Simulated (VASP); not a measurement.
A run of VASP 6.6.1:

The input INCAR:

```
SYSTEM = Na2Cl
PREC     = Accurate       ! precision mode
ENCUT    = 520            ! plane-wave cutoff, eV
EDIFF    = 1E-6           ! SCF threshold, eV
ISMEAR   = 0              ! smearing method
SIGMA    = 0.1            ! smearing width, eV
LREAL    = .FALSE.        ! projectors in reciprocal space
LASPH    = .TRUE.         ! aspherical terms in the spheres
NELM     = 100            ! most SCF steps
ALGO     = Normal         ! electronic algorithm
ISIF     = 2              ! what is computed and relaxed
LWAVE    = .FALSE.        ! write WAVECAR
LCHARG   = .FALSE.        ! write CHGCAR
GGA      = PS             ! functional
NBANDS   = 18             ! bands
```

File KPOINTS:

```
regular mesh
0
G
  9 9 9
  0 0 0
```

Contents of POSCAR:

```
Na2Cl
1.0
    1.9340407903      1.1166191354      6.6400362611
   -1.9340407903      1.1166191354      6.6400362611
    0.0000000000     -2.2332377774      6.6400363441
Na Cl
2 1
Direct
    0.7521360656      0.7521360656      0.7521360656
    0.2478639344      0.2478639344      0.2478639344
    0.0000000000      0.0000000000      0.0000000000
```

Potentials or basis: VASP PAW PBE potentials, release 64 (Na_pv, Cl).

The run is started by

```console
$ cat potpaw_PBE.64/Na_pv/POTCAR potpaw_PBE.64/Cl/POTCAR > POTCAR
$ mpirun -np 1 vasp_std > vasp.out
```

Hardware: 1 thread of AMD EPYC 9R45 96-Core Processor (Zen 5) (shared host).

Estimate the wall time of this run.

Wall time 4.1 min on 1 thread of AMD EPYC 9R45 96-Core Processor (Zen 5), on a shared host, peak memory 0.4 GiB. Counts: scf iterations 13, k points 85.
